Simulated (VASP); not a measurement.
# Ge (R-3) in VASP: notebook

Ge is run at these levels: LDA; tasks: single point.

Everything below comes from runs of VASP 6.6.1. Logs are shortened: lines on timing, memory, paths and dates and some standing lists are left out, and cuts for length are marked.

### Step 1. The cell of the first run

Symmetry: R-3, No. 148, trigonal system. Conventional cell: a = 9.663 Å, b = 9.663 Å, c = 6.087 Å, α = 90.00°, β = 90.00°, γ = 120.00°. Within 3.2 Å of Ge (site symmetry 3) lie 4 Ge at 2.44 to 2.63 Å. Within 3.2 Å of Ge (site symmetry 1) lie 4 Ge at 2.44 to 2.53 Å.

### Step 2. Single point, LDA

Input file INCAR:

```
SYSTEM = Ge
PREC = Accurate
ENCUT = 520
EDIFF = 1E-6
ISMEAR = 0
SIGMA = 0.15
LREAL = .FALSE.
LASPH = .TRUE.
NELM = 60
ALGO = Fast
ISIF = 2
LWAVE = .FALSE.
LCHARG = .FALSE.
GGA = CA
NBANDS = 66
```

Input file KPOINTS:

```
Automatic mesh
0
G
  9 9 9
  0 0 0
```

Input file POSCAR:

```
Ge
1.0
    4.8313000000      2.7893523555      2.0290000000
   -4.8313000000      2.7893523555      2.0290000000
    0.0000000000     -5.5787047111      2.0290000000
Ge
8
Direct
    0.7160372198      0.7160372198      0.7160372198
    0.2839627802      0.2839627802      0.2839627802
    0.0289443365      0.7253625346      0.5322921793
    0.5322921793      0.0289443365      0.7253625346
    0.7253625346      0.5322921793      0.0289443365
    0.9710556635      0.2746374654      0.4677078207
    0.4677078207      0.9710556635      0.2746374654
    0.2746374654      0.4677078207      0.9710556635
```

Potentials or basis: VASP PAW LDA potentials, release 64 (Ge_d).

Started as:

```console
$ cat potpaw_LDA.64/Ge_d/POTCAR > POTCAR
$ mpirun -np 1 vasp_std > vasp.out
```

OUTCAR:

```text
SYSTEM = Ge
   PREC = Accurate
   ENCUT = 520
   EDIFF = 1E-6
   ISMEAR = 0
   LREAL = .FALSE.
   LASPH = .TRUE.
   NELM = 60
   ISIF = 2
   GGA = CA

 ion  position               nearest neighbor table
   1  0.716  0.716  0.716-   3 2.44   4 2.44   5 2.44   2 2.63
   2  0.284  0.284  0.284-   6 2.44   7 2.44   8 2.44   1 2.63
   3  0.029  0.725  0.532-   1 2.44   6 2.46   4 2.53   5 2.53
   4  0.532  0.029  0.725-   1 2.44   7 2.46   3 2.53   5 2.53
   5  0.725  0.532  0.029-   1 2.44   8 2.46   4 2.53   3 2.53
   6  0.971  0.275  0.468-   2 2.44   3 2.46   7 2.53   8 2.53
   7  0.468  0.971  0.275-   2 2.44   4 2.46   6 2.53   8 2.53
   8  0.275  0.468  0.971-   2 2.44   5 2.46   7 2.53   6 2.53

  LATTYP: Found a trigonal (rhomboedric) cell.
 ALAT       =     5.9362266848
 COS(alpha) =    -0.3247595340

  Lattice vectors:

 A1 = (   4.8313000000,   2.7893523555,   2.0290000000)
 A2 = (  -4.8313000000,   2.7893523555,   2.0290000000)
 A3 = (   0.0000000000,  -5.5787047111,   2.0290000000)

Analysis of symmetry for initial positions (statically):
=====================================================================
 Subroutine PRICEL returns:
 Original cell was already a primitive cell.

 Routine SETGRP: Setting up the symmetry group for a
 trigonal (rhombohedral) supercell.

 Subroutine GETGRP returns: Found  6 space group operations
 (whereof  6 operations were pure point group operations)
 out of a pool of 12 trial point group operations.

The static configuration has the point symmetry S_6 .

Analysis of symmetry for dynamics (positions and initial velocities):
=====================================================================
 Subroutine PRICEL returns:
 Original cell was already a primitive cell.

 Routine SETGRP: Setting up the symmetry group for a
 trigonal (rhombohedral) supercell.

 Subroutine GETGRP returns: Found  6 space group operations
 (whereof  6 operations were pure point group operations)
 out of a pool of 12 trial point group operations.

The dynamic configuration has the point symmetry S_6 .

 Subroutine INISYM returns: Found  6 space group operations
 (whereof  6 operations are pure point group operations),
 and found     1 'primitive' translations

----------------------------------------------------------------------------------------

                                     Primitive cell

  volume of cell :     164.0592

  direct lattice vectors                    reciprocal lattice vectors
     4.831300000  2.789352356  2.029000000     0.103491814  0.059751027  0.164284541
    -4.831300000  2.789352356  2.029000000    -0.103491814  0.059751027  0.164284541
     0.000000000 -5.578704711  2.029000000     0.000000000 -0.119502053  0.164284541

  length of vectors
     5.936226685  5.936226685  5.936226685     0.203150563  0.203150563  0.203150563

  position of ions in fractional coordinates (direct lattice)
     0.716037220  0.716037220  0.716037220
     0.283962780  0.283962780  0.283962780
     0.028944336  0.725362535  0.532292179
     0.532292179  0.028944336  0.725362535
     0.725362535  0.532292179  0.028944336
     0.971055664  0.274637465  0.467707821
     0.467707821  0.971055664  0.274637465
     0.274637465  0.467707821  0.971055664

  ion indices of the primitive-cell ions
   primitive index   ion index
                 1           1
                 2           2
                 3           3
                 4           4
                 5           5
                 6           6
                 7           7
                 8           8

----------------------------------------------------------------------------------------

 KPOINTS: Automatic mesh

Automatic generation of k-mesh.
 Grid dimensions read from file:
 generate k-points for:    9    9    9

 Generating k-lattice:

  Cartesian coordinates                     Fractional coordinates (reciprocal lattice)
     0.011499090  0.006639003  0.018253838     0.111111111  0.000000000  0.000000000
    -0.011499090  0.006639003  0.018253838     0.000000000  0.111111111  0.000000000
     0.000000000 -0.013278006  0.018253838     0.000000000  0.000000000  0.111111111

  Length of vectors
     0.022572285  0.022572285  0.022572285

  Shift w.r.t. Gamma in fractional coordinates (k-lattice)
     0.000000000  0.000000000  0.000000000

 Subroutine IBZKPT returns following result:
 ===========================================

 Found    125 irreducible k-points:

 Following reciprocal coordinates:
            Coordinates               Weight
  0.000000  0.000000  0.000000      1.000000
  0.111111  0.000000  0.000000      6.000000
  0.222222 -0.000000 -0.000000      6.000000
  0.333333  0.000000  0.000000      6.000000
  0.444444 -0.000000 -0.000000      6.000000
  0.111111  0.111111  0.000000      6.000000
[... 16 lines left out ...]
  0.444444  0.222222 -0.000000      6.000000
 -0.444444  0.000000 -0.222222      6.000000
 [... further k-points ...]
   k-points           NKPTS =    125   k-points in BZ     NKDIM =    125   number of bands    NBANDS=     66
   number of dos      NEDOS =    301   number of ions     NIONS =      8
   total plane-waves  NPLWV = 110592
   dimension x,y,z NGX =    48 NGY =   48 NGZ =   48
   dimension x,y,z NGXF=    96 NGYF=   96 NGZF=   96
   ions per type =               8
   NGX,Y,Z   is equivalent  to a cutoff of  13.44, 13.44, 13.44 a.u.
   NGXF,Y,Z  is equivalent  to a cutoff of  26.89, 26.89, 26.89 a.u.
 SYSTEM =  Ge
   PREC   = accura    normal or accurate (medium, high low for compatibility)
   ISTART =      0    job   : 0-new  1-cont  2-samecut
   ICHARG =      2    charge: 1-file 2-atom 10-const
   ISPIN  =      1    spin polarized calculation?
   LNONCOLLINEAR =      F non collinear calculations
   LSORBIT =      F    spin-orbit coupling
   LASPH  =      T    aspherical Exc in radial PAW
   ENCUT  =  520.0 eV  38.22 Ry    6.18 a.u.  11.04 11.04 11.04*2*pi/ulx,y,z
   NELM   =     60;   NELMIN=  2; NELMDL= -5     # of ELM steps
   EDIFF  = 0.1E-05   stopping-criterion for ELM
   LREAL  =      F    real-space projection
   EDIFFG = 0.1E-04   stopping-criterion for IOM
   NSW    =      0    number of steps for IOM
   IBRION =     -1    ionic relax: 0-MD 1-quasi-New 2-CG
   NFREE  =      0    steps in history (QN), initial steepest desc. (CG)
   ISIF   =      2    stress and relaxation
   ISYM   =      2    0-nonsym 1-usesym 2-fastsym
   POTIM  = 0.5000    time-step for ionic-motion
   TEBEG  =    0.0;   TEEND  =   0.0 temperature during run
   PSTRESS=    0.0 pullay stress
   NELECT =     112.0000    total number of electrons
   NUPDOWN=      -1.0000    fix difference up-down
   EMIN   =  10.00;   EMAX   =-10.00  energy-range for DOS
   EFERMI =   0.00;   METHOD = LEGACY
   ISMEAR =     0;   SIGMA  =   0.15  broadening in eV -4-tet -1-fermi 0-gaus
   EFERMI_NEDOS =   21; number of points for ismear=-14 and -15
   IALGO  =     68    algorithm
   IMIX   =      4    mixing-type and parameters
     AMIX     =   0.40;   BMIX     =  1.00
     AMIX_MAG =   1.60;   BMIX_MAG =  1.00
  volume/ion in A,a.u.               =      20.51       138.39
  Fermi-wavevector in a.u.,A,eV,Ry     =   1.441498  2.724036 28.271757  2.077916
  Thomas-Fermi vector in A             =   2.560123
   LORBIT       =      0    0 simple, 1 ext, 2 COOP (PROOUT), +10 PAW based schemes
   GGA     = CA    functional components
   LHFCALC =     F    Hartree Fock is set to
   AEXX    =    0.0000 exact exchange contribution
   IVDW    =     0    specifies the selected vdW correction
   LEPSILON=     F    determine dielectric tensor
   LRPA    =     F    only Hartree local field effects (RPA)
 non-spin polarized calculation
 RMM-DIIS sequential band-by-band and
 Gauss-broadening in eV      SIGMA  =   0.15
  energy-cutoff  :      520.00
  volume of cell :      164.06
 maximum number of plane-waves:      4440
 NGX is ok and might be reduce to    48
   NGX = 23   NGY = 23   NGZ = 23

 number of electron     112.0000005 magnetization

 Free energy of the ion-electron system (eV)
  ---------------------------------------------------
  ext. energy  EPLUGINS =         0.00000000
  ---------------------------------------------------
  free energy    TOTEN  =       -40.45735274 eV

  energy without entropy =      -40.44606230  energy(sigma->0) =      -40.45170752

 E-fermi :   5.5156     XC(G=0): -10.9400

 val. band max:        5.5132097324   @ k =   0.4444   0.4444   0.4444
 cond. band min:       5.5515054177   @ k =   0.4444   0.3333   0.3333
 fundamental gap:      0.0382956853
 Fermi energy:         5.5156090009

 k-point     1 :       0.0000    0.0000    0.0000
  band No.  band energies     occupation
      1     -19.4134      2.00000
      2     -19.4134      2.00000
      3     -19.3980      2.00000
      4     -19.3955      2.00000
      5     -19.3955      2.00000
      6     -19.3642      2.00000
[... 58 lines left out ...]
     65      10.6640      0.00000
     66      11.9880      0.00000

 k-point     2 :       0.1111    0.0000    0.0000
  band No.  band energies     occupation
      1     -19.4140      2.00000
      2     -19.4126      2.00000
      3     -19.3987      2.00000
      4     -19.3940      2.00000
      5     -19.3928      2.00000
      6     -19.3670      2.00000
[... 58 lines left out ...]
     65      10.7149      0.00000
     66      11.2974      0.00000

 k-point     3 :       0.2222   -0.0000   -0.0000
  band No.  band energies     occupation
      1     -19.4150      2.00000
      2     -19.4103      2.00000
      3     -19.3993      2.00000
      4     -19.3905      2.00000
      5     -19.3872      2.00000
      6     -19.3712      2.00000
[... 1438 lines left out ...]
     65       9.8277      0.00000
     66      10.2006      0.00000

 k-point    24 :      -0.4444    0.0000   -0.2222
  band No.  band energies     occupation
      1     -19.4130      2.00000
      2     -19.4055      2.00000
      3     -19.3954      2.00000
      4     -19.3864      2.00000
      5     -19.3791      2.00000
      6     -19.3729      2.00000
[... 58 lines left out ...]
     65       9.9088      0.00000
     66      10.5280      0.00000

 [... further k-points ...]

------------------------ aborting loop because EDIFF is reached ----------------------------------------

  FORCE on cell =-STRESS in cart. coord.  units (eV):
  Direction    XX          YY          ZZ          XY          YZ          ZX
  --------------------------------------------------------------------------------------
  -------------------------------------------------------------------------------------
  Total        0.9834795      0.9834795     -6.7034865     -0.0000000      0.0000000      0.0000000
  in kB        9.6045105      9.6045105    -65.4652215     -0.0000003      0.0000000      0.0000000
  external PRESSURE =     -15.4187335 kB  Pullay stress =       0.0000000 kB

 VOLUME and BASIS-vectors are now :
 -----------------------------------------------------------------------------
  energy-cutoff  :      520.00
  volume of cell :      164.06
      direct lattice vectors                 reciprocal lattice vectors
     4.831300000  2.789352356  2.029000000     0.103491814  0.059751027  0.164284541
    -4.831300000  2.789352356  2.029000000    -0.103491814  0.059751027  0.164284541
     0.000000000 -5.578704711  2.029000000     0.000000000 -0.119502053  0.164284541

 POSITION                                       TOTAL-FORCE (eV/Angst)
 -----------------------------------------------------------------------------------
      0.00000     -0.00000      4.35852         0.000000      0.000000     -0.506217
      0.00000     -0.00000      1.72848         0.000000     -0.000000      0.506217
     -3.36461     -0.86547      2.61051         0.051069      0.302221     -0.025677
      2.43182     -2.48110      2.61051        -0.287265     -0.106883     -0.025677
      0.93278      3.34657      2.61051         0.236196     -0.195337     -0.025677
      3.36461      0.86547      3.47649        -0.051069     -0.302221      0.025677
     -2.43182      2.48110      3.47649         0.287265      0.106883      0.025677
     -0.93278     -3.34657      3.47649        -0.236196      0.195337      0.025677
 -----------------------------------------------------------------------------------
    total drift:                               -0.000000      0.000000      0.000000

  FREE ENERGIE OF THE ION-ELECTRON SYSTEM (eV)
  ---------------------------------------------------
  free  energy   TOTEN  =       -40.4573527425 eV

  energy  without entropy=      -40.4460623037  energy(sigma->0) =      -40.45170752
```

Wall time 36 min (1 thread of Oxide Virtual Turin-like, shared host); peak memory 0.83 GiB.

Results:

```yaml
Free_energy: -40.4574 eV
Pressure: -1.5 GPa
Largest_force: 0.506 eV/Å
Band_gap_on_the_k_mesh: zero (bands 56 and 57 overlap by 0.57 eV)
```

Forces on the atoms (eV/Å):
```
Ge   0.000  0.000 -0.506
Ge   0.000  0.000  0.506
Ge   0.051  0.302 -0.026
Ge  -0.287 -0.107 -0.026
Ge   0.236 -0.195 -0.026
Ge  -0.051 -0.302  0.026
Ge   0.287  0.107  0.026
Ge  -0.236  0.195  0.026
```

Levels at points of the mesh, in eV from the Fermi level:
```tsv
k point	band 54	band 55	band 56	band 57	band 58	band 59
(0.00, 0.00, 0.00)	-1.27	-1.27	-0.66	1.47	1.79	1.79
```

Caveat: semilocal functionals underestimate gaps, so a narrow gap can read as zero.

### Step 3. Single point, LDA

This run uses another cell than the first one, of 19.52 Å³/atom.

Input file INCAR:

```
PREC = Accurate ; ENCUT = 520
EDIFF = 1E-7 ; ISMEAR = 0
SIGMA = 0.15 ; LREAL = F
LASPH = T ; NELM = 80
ALGO = Fast ; ISIF = 2
LWAVE = F ; LCHARG = F
NBANDS = 66
```

Input file KPOINTS:

```
Automatic mesh
0
Gamma
  9 9 9
```

POSCAR, as its differences from that of step 2:

```diff
@@ -2,5 +2,5 @@
 1.0
-    4.8313000000      2.7893523555      2.0290000000
-   -4.8313000000      2.7893523555      2.0290000000
-    0.0000000000     -5.5787047111      2.0290000000
+    5.0753000000      2.9302258212      1.7502000000
+   -5.0753000000      2.9302258212      1.7502000000
+    0.0000000000     -5.8604516424      1.7502000000
 Ge
```

Potentials or basis: VASP PAW LDA potentials, release 64 (Ge_d).

Started as:

```console
$ cat potpaw_LDA.64/Ge_d/POTCAR > POTCAR
$ mpirun -np 1 vasp_std > vasp.out
```

Run time: 75 min. Hardware: 1 thread of Oxide Virtual Turin-like, shared host; peak memory 0.81 GiB.

The run converged. Its results:

```yaml
Free_energy: -39.6434 eV
Pressure: 4.1 GPa
Largest_force: 2.268 eV/Å
Band_gap_on_the_k_mesh: zero (bands 56 and 57 overlap by 0.48 eV)
```

Forces on the atoms (eV/Å):
```
Ge   0.000  0.000  2.268
Ge   0.000  0.000 -2.268
Ge  -0.011 -0.982  0.001
Ge   0.856  0.482  0.001
Ge  -0.845  0.501  0.001
Ge   0.011  0.982 -0.001
Ge  -0.856 -0.482 -0.001
Ge   0.845 -0.501 -0.001
```

Stress tensor (GPa, compression positive):
```
-2.25  0.00  0.00
 0.00 -2.25  0.00
 0.00  0.00 16.88
```

Levels at points of the mesh, in eV from the Fermi level:
```
           k point  band 52  band 53  band 54  band 55  band 56  band 57  band 58  band 59  band 60  band 61
(0.00, 0.00, 0.00)    -3.57    -3.57    -0.91    -0.91    -0.65     1.82     2.09     2.09     3.29     4.45
```

Caveat: the cell stands under pressure; semilocal functionals underestimate gaps, so a narrow gap can read as zero; forces of over 1 eV/Å act on the atoms, so gaps and moduli don't describe the material at rest.

### Step 4. Single point, LDA

This run uses another cell than the first one, of 22.11 Å³/atom.

Input file INCAR:

```
PREC = Accurate ; ENCUT = 520
EDIFF = 1E-7 ; ISMEAR = 0
SIGMA = 0.15 ; LREAL = False
LASPH = True ; NELM = 60
ALGO = Fast ; ISIF = 2
LWAVE = False ; LCHARG = True
LELF = True ; LVHAR = True
NBANDS = 66
```

Input file KPOINTS:

```
regular mesh
0
Gamma
  9 9 9
```

POSCAR, as its differences from that of step 3:

```diff
@@ -2,5 +2,5 @@
 1.0
-    5.0753000000      2.9302258212      1.7502000000
-   -5.0753000000      2.9302258212      1.7502000000
-    0.0000000000     -5.8604516424      1.7502000000
+    5.0753000000      2.9302258212      1.9825333333
+   -5.0753000000      2.9302258212      1.9825333333
+    0.0000000000     -5.8604516424      1.9825333333
 Ge
```

Started as:

```console
$ cat potpaw_LDA.64/Ge_d/POTCAR > POTCAR
$ mpirun -np 1 vasp_std > vasp.out
```

Wall time 26 min (1 thread of Oxide Virtual Turin-like, shared host); peak memory 0.9 GiB.

It converged, with:

| Quantity | Value |
| --- | --- |
| Free energy | -40.2682 eV |
| Pressure | -6.1 GPa |
| Largest force | 0.274 eV/Å |
| Band gap on the k mesh | zero (bands 56 and 57 overlap by 0.52 eV) |

Forces on the atoms (eV/Å):
```
Ge   0.000  0.000 -0.089
Ge   0.000  0.000  0.089
Ge   0.167 -0.136 -0.170
Ge   0.034  0.213 -0.170
Ge  -0.201 -0.077 -0.170
Ge  -0.167  0.136  0.170
Ge  -0.034 -0.213  0.170
Ge   0.201  0.077  0.170
```

Stress tensor (GPa, compression positive):
```
-6.67  0.00  0.00
 0.00 -6.67  0.00
 0.00  0.00 -4.98
```

Levels at points of the mesh, in eV from the Fermi level:
```
           k point  band 53  band 54  band 55  band 56  band 57  band 58  band 59  band 60
(0.00, 0.00, 0.00)    -3.18    -1.01    -1.01    -0.52     1.42     1.77     1.77     3.98
```

Caveat: the cell stands under tension; semilocal functionals underestimate gaps, so a narrow gap can read as zero.

### Step 5. Single point, LDA

This run uses another cell than the first one, of 21.08 Å³/atom.

Input file INCAR:

```
SYSTEM = Ge
PREC     = Accurate       ! precision mode
ENCUT    = 520            ! plane-wave cutoff, eV
EDIFF    = 1E-6           ! SCF threshold, eV
ISMEAR   = 0              ! smearing method
SIGMA    = 0.15           ! smearing width, eV
LREAL    = .False.        ! projectors in reciprocal space
LASPH    = .True.         ! aspherical terms in the spheres
NELM     = 100            ! most SCF steps
ALGO     = Fast           ! electronic algorithm
ISIF     = 2              ! what is computed and relaxed
LWAVE    = .False.        ! write WAVECAR
LCHARG   = .False.        ! write CHGCAR
GGA      = CA             ! functional
NBANDS   = 66             ! bands
```

Input file KPOINTS:

```
Automatic mesh
0
Gamma
  9 9 9
  0 0 0
```

POSCAR, as its differences from that of step 4:

```diff
@@ -2,5 +2,5 @@
 1.0
-    5.0753000000      2.9302258212      1.9825333333
-   -5.0753000000      2.9302258212      1.9825333333
-    0.0000000000     -5.8604516424      1.9825333333
+    5.0753000000      2.9302258212      1.8896000000
+   -5.0753000000      2.9302258212      1.8896000000
+    0.0000000000     -5.8604516424      1.8896000000
 Ge
```

Started as:

```console
$ cat potpaw_LDA.64/Ge_d/POTCAR > POTCAR
$ mpirun -np 1 vasp_std > vasp.out
```

Run time: 43 min. Hardware: 1 thread of Oxide Virtual Turin-like, shared host; peak memory 0.85 GiB.

The run converged. Its results:

```yaml
Free_energy: -40.3541 eV
Pressure: -3.3 GPa
Largest_force: 0.513 eV/Å
Band_gap_on_the_k_mesh: zero (bands 56 and 57 overlap by 0.45 eV)
```

Forces on the atoms (eV/Å):
```
Ge   0.000  0.000  0.513
Ge   0.000  0.000 -0.513
Ge   0.107 -0.373 -0.104
Ge   0.270  0.279 -0.104
Ge  -0.377  0.094 -0.104
Ge  -0.107  0.373  0.104
Ge  -0.270 -0.279  0.104
Ge   0.377 -0.094  0.104
```

Stress tensor (GPa, compression positive):
```
-5.87  0.00  0.00
 0.00 -5.87  0.00
 0.00  0.00  1.93
```

Levels at points of the mesh, in eV from the Fermi level:
| k point | band 54 | band 55 | band 56 | band 57 | band 58 | band 59 |
| --- | --- | --- | --- | --- | --- | --- |
| (0.00, 0.00, 0.00) | -0.99 | -0.99 | -0.58 | 1.56 | 1.91 | 1.91 |

Caveat: the cell stands under tension; semilocal functionals underestimate gaps, so a narrow gap can read as zero.

### Step 6. Summary

```csv
cell,further INCAR settings,gap on the mesh (eV),pressure (GPa),largest force (eV/Å)
"a = 5.936 Å, angles 109.0°, 8 atoms",ALGO = Fast; EDIFF = 1e-06; NBANDS = 66,none,-1.5,0.51
"a = 6.116 Å, angles 112.2°, 8 atoms",ALGO = Fast; EDIFF = 1e-07; NBANDS = 66,none,4.1,2.27
"a = 6.187 Å, angles 110.2°, 8 atoms",ALGO = Fast; EDIFF = 1e-07; NBANDS = 66,none,-6.1,0.27
"a = 6.158 Å, angles 111.0°, 8 atoms",ALGO = Fast; EDIFF = 1e-06; NBANDS = 66,none,-3.3,0.51
```

Alike in all rows: task single point; level LDA; potentials or basis VASP PAW LDA potentials, release 64 (Ge_d); no spin polarisation; k mesh 9 × 9 × 9; cutoff (eV) 520; smearing gaussian 0.15 eV.

Caveats: semilocal functionals underestimate gaps, so a narrow gap can read as zero; the cell stands under tension (at least some runs); the cell stands under pressure (at least some runs); forces of over 1 eV/Å act on the atoms, so gaps and moduli don't describe the material at rest (at least some runs).

Absolute energies hang on the potentials; compare differences alone.
